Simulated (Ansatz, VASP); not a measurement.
# Sc4Al: VASP beside Ansatz

```
Sc Al
1.0
    -3.54797    3.54797    2.23541
     3.54797   -3.54797    2.23541
     3.54797    3.54797   -2.23541
Sc Al
4 1
Direct
  0.79985 0.39174 0.19160
  0.39174 0.20015 0.59189
  0.60826 0.79985 0.40811
  0.20015 0.60826 0.80840
  0.00000 0.00000 0.00000
```

Alike in both runs: functional PBE; k mesh 10 × 10 × 10; occupations fermi-dirac, width 0.15 eV; no spin polarisation.

Ansatz relaxed the structure, and its values are those at the end. VASP's run is a single point on that final structure, the one shown.

```csv
,VASP,Ansatz
version,VASP 6.6.1,Ansatz 0.2.0
potentials or method,"VASP PAW PBE potentials, release 64 (Sc_sv, Al), cutoff 520 eV","scalar-relativistic, plane waves, PAW"
valence electrons in the cell,47,47
```

```csv
,VASP,Ansatz,Ansatz less VASP
gap on the k mesh at the Fermi level (eV),none,none,-
pressure (GPa),0.0,0.0,-0.04
```

A gap of «none» marks a metal or a gap that the smearing closes.
